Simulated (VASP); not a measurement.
Runs of VASP 6.6.1 on RbBr. The structure is that of space group P6_3/mmc (No. 194), or close to it. The cells are those of the table. 

```csv
level,potentials or basis,cell,k mesh,smearing,gap on the mesh (eV),pressure (GPa)
PBE,"VASP PAW PBE potentials, release 64 (Rb_sv, Br)","a = 4.771, b = 4.771, c = 8.410 Å, angles 90.0, 90.0, 120.0°, 4 atoms",6 × 6 × 4,fermi-dirac 0.02 eV,4.23,0.6
r2SCAN,"VASP PAW PBE potentials, release 64 (Rb_sv, Br)","a = 4.771, b = 4.771, c = 8.410 Å, angles 90.0, 90.0, 120.0°, 4 atoms",6 × 6 × 4,fermi-dirac 0.02 eV,4.84,0.0
PBE,"VASP PAW PBE potentials, release 64 (Rb_sv, Br)","a = 4.854, b = 4.854, c = 8.502 Å, angles 90.0, 90.0, 120.0°, 4 atoms",6 × 6 × 4,fermi-dirac 0.02 eV,4.13,0.0
PBE,"VASP PAW PBE potentials, release 64 (Rb_sv, Br)","a = 4.771, b = 4.771, c = 8.410 Å, angles 90.0, 90.0, 120.0°, 4 atoms",6 × 6 × 2,gaussian 0.01 eV,4.23,0.6
LDA,"VASP PAW LDA potentials, release 64 (Rb_sv, Br)","a = 4.587, b = 4.587, c = 8.135 Å, angles 90.0, 90.0, 120.0°, 4 atoms",6 × 6 × 4,fermi-dirac 0.02 eV,(b),0.0
PBEsol,"VASP PAW PBE potentials, release 64 (Rb_sv, Br)","a = 4.717, b = 4.717, c = 8.331 Å, angles 90.0, 90.0, 120.0°, 4 atoms",6 × 6 × 4,fermi-dirac 0.02 eV,(a),0.0
r2SCAN,"VASP PAW PBE potentials, release 64 (Rb_sv, Br)","a = 4.771, b = 4.771, c = 8.410 Å, angles 90.0, 90.0, 120.0°, 4 atoms",6 × 6 × 4,gaussian 0.01 eV,4.84,0.0
LDA,"VASP PAW LDA potentials, release 64 (Rb_sv, Br)","a = 4.771, b = 4.771, c = 8.410 Å, angles 90.0, 90.0, 120.0°, 4 atoms",6 × 6 × 4,gaussian 0.01 eV,3.84,-1.5
```

Alike in all rows: task single point; no spin polarisation; cutoff (eV) 520.

**Question.** Fill in the values left out.

**Answer.** (a) 4.16; (b) 4.10.

Caveats: the PAW data sets were made with another functional, which shifts forces and pressure a little (some runs).

A k mesh can miss the band edges, and the runs leave out spin-orbit coupling on Br, Rb.
